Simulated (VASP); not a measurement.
A run of VASP 6.6.1 is set up as follows.

The input INCAR:

```
ALGO = Normal
EDIFF = 1E-6
ENCUT = 520
GGA = PS
ISIF = 2
ISMEAR = 0
LASPH = True
LCHARG = True
LELF = True
LREAL = False
LVHAR = True
LWAVE = False
NBANDS = 26
NELM = 80
PREC = Accurate
SIGMA = 0.01
```

File KPOINTS:

```
k-points
0
Gamma
  6 6 4
```

File POSCAR:

```
ZnSe
1.0
    4.0279666331      0.0000000000      0.0000000000
    0.0000000000      4.0279666331      0.0000000000
    0.0000000000      0.0000000000      5.5203719904
Zn Se
2 2
Direct
    0.0000000000      0.0000000000      0.0000000000
    0.5000000000      0.5000000000      0.0000000000
    0.0000000000      0.5000000000      0.2683872589
    0.5000000000      0.0000000000      0.7316127411
```

Potentials or basis: VASP PAW PBE potentials, release 64 (Zn, Se).

Launch:

```console
$ cat potpaw_PBE.64/Zn/POTCAR potpaw_PBE.64/Se/POTCAR > POTCAR
$ mpirun -np 1 vasp_std > vasp.out
```

Q: Estimate the band gap on the k mesh.

A: 1.72 eV.

Q: Predict the pressure.

A: 0.3 GPa.

Forces on the atoms (eV/Å):
```
Zn   0.000  0.000  0.000
Zn   0.000  0.000  0.000
Se   0.000  0.000  0.055
Se   0.000  0.000 -0.055
```

Caveat: the PAW data sets were made with another functional, which shifts forces and pressure a little. A k mesh can miss the band edges.
